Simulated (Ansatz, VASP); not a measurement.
NaCaI3: VASP beside Ansatz

```
Na Ca I
1.0
     6.15653    0.00000    0.00000
     0.00000    6.15653    0.00000
     0.00000    0.00000    6.15653
Na Ca I
1 1 3
Direct
  0.00000 0.00000 0.00000
  0.50000 0.50000 0.50000
  0.50000 0.50000 0.00000
  0.50000 0.00000 0.50000
  0.00000 0.50000 0.50000
```

Change from the starting cell: hydrostatic strain +0.5%.

Alike in both runs: task single point; functional r2SCAN; k mesh 4 × 4 × 4; no spin polarisation.

|  | VASP | Ansatz |
| --- | --- | --- |
| version | VASP 6.6.1 | Ansatz 0.2.0 |
| potentials or method | VASP PAW PBE potentials, release 64 (Na_pv, Ca_sv, I) | plane waves, PAW |
| plane-wave cutoff (eV) | 520 | 500 |
| occupations | gaussian, width 0.01 eV | fixed |
| valence electrons in the cell | 38 | 70 |

|  | VASP | Ansatz | Ansatz less VASP |
| --- | --- | --- | --- |
| gap on the k mesh at the Fermi level (eV) | 3.08 | 3.08 | +0.001 |
| pressure (GPa) | -0.2 | -0.2 | -0.04 |

VASP's potentials were made for PBE, not for r2SCAN. VASP's potentials hold 38 valence electrons a cell and Ansatz's 70, so a difference there can come from the potentials and not from the codes.

Neither program's run includes spin-orbit coupling.
